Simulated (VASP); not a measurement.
# ZnO: single point with r2SCAN

Crystal: ZnO.

```
Zn O
1.0
     0.00000    2.13377    2.13377
     2.13377    0.00000    2.13377
     2.13377    2.13377    0.00000
Zn O
1 1
Direct
  0.00000 0.00000 0.00000
  0.50000 0.50000 0.50000
```

* Program: VASP 6.6.1
* Task: single point
* Functional: r2SCAN
* Potentials or basis: VASP PAW PBE potentials, release 64 (Zn, O)
* Cutoff: 520 eV
* k mesh: 2 × 2 × 2
* Occupations: gaussian, width 0.01 eV
* Spin: no spin polarisation

- Pressure: 7.1 GPa
- Band gap on the k mesh: 1.29 eV (least direct gap 2.58 eV)

Levels at points of the mesh, in eV from the valence-band top:
| k point | band 5 | band 6 | band 7 | band 8 | band 9 | band 10 | band 11 | band 12 | band 13 | band 14 |
| --- | --- | --- | --- | --- | --- | --- | --- | --- | --- | --- |
| (0.00, 0.00, 0.00) | -5.29 | -5.29 | -1.30 | -1.30 | -1.30 | 1.29 | 18.38 | 18.38 | 18.38 | 18.74 |
| (0.50, 0.00, 0.00) | -5.07 | -5.07 | -4.08 | 0.00 | 0.00 | 5.81 | 10.00 | 13.31 | 13.31 | 19.84 |
| (0.50, 0.50, 0.00) | -4.96 | -4.96 | -4.62 | -2.86 | -2.86 | 4.56 | 11.46 | 11.63 | 16.40 | 16.40 |

Run time: 24 s on 1 thread of AMD EPYC 7R43 64-Core Processor (Zen 3), on a shared host, peak memory 0.1 GiB.

Caveat: the k points lie up to 1.28 Å⁻¹ apart; the PAW data sets were made with another functional, which shifts forces and pressure a little. A k mesh can miss the band edges.
